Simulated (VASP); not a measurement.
Wanted: the native input for a VASP 6.6.1 run.

| Item | Value |
| --- | --- |
| Task | single point |
| Functional | revPBE |
| Potentials or basis | VASP PAW PBE potentials, release 64 (In_d, Cu) |
| Cutoff | 600 eV |
| k mesh | 2 × 2 × 2 |
| Occupations | gaussian, width 0.1 eV |
| Spin | no spin polarisation |
| Dipole correction | no |
| Further INCAR settings | ALGO = Normal; EDIFF = 1e-06; NBANDS = 33 |

The structure of In3Cu lies in POSCAR:

```
In3Cu
1.0
    4.4827670000      0.0000000000      0.0000000000
    0.0000000000      4.4827670000      0.0000000000
    0.0000000000      0.0000000000      4.4827670000
In Cu
3 1
Direct
    0.0000000000      0.5000000000      0.5000000000
    0.5000000000      0.0000000000      0.5000000000
    0.5000000000      0.5000000000      0.0000000000
    0.0000000000      0.0000000000      0.0000000000
```

These files were run (other wordings do the same):

INCAR

```
SYSTEM = In3Cu
ALGO     = Normal         ! electronic algorithm
EDIFF    = 1E-6           ! SCF threshold, eV
ENCUT    = 600            ! plane-wave cutoff, eV
GGA      = RE             ! functional
GGA_COMPAT= .False.      
ISIF     = 2              ! what is computed and relaxed
ISMEAR   = 0              ! smearing method
LASPH    = .True.         ! aspherical terms in the spheres
LCHARG   = .False.        ! write CHGCAR
LREAL    = .False.        ! projectors in reciprocal space
LWAVE    = .False.        ! write WAVECAR
NBANDS   = 33             ! bands
NELM     = 120            ! most SCF steps
PREC     = Accurate       ! precision mode
SIGMA    = 0.1            ! smearing width, eV
```

KPOINTS

```
k-points
0
Gamma
  2 2 2
  0 0 0
```

Potentials or basis: VASP PAW PBE potentials, release 64 (In_d, Cu).

The run is started by

```bash
$ cat potpaw_PBE.64/In_d/POTCAR potpaw_PBE.64/Cu/POTCAR > POTCAR
$ mpirun -np 1 vasp_std > vasp.out
```

Results of the run:

```yaml
Pressure: 6.5 GPa
Band_gap_on_the_k_mesh: zero (band 25 reaches 10.07 eV, above the bottom of band 26 at 5.77 eV)
```

Caveat: the k points lie up to 0.70 Å⁻¹ apart; the PAW data sets were made with another functional, which shifts forces and pressure a little; spin-orbit coupling is left out, which moves the levels of the heavy elements.

It took 10 s on 1 thread of Intel(R) Xeon(R) 6975P-C (Granite Rapids), with other jobs on the host, peak memory 0.2 GiB.
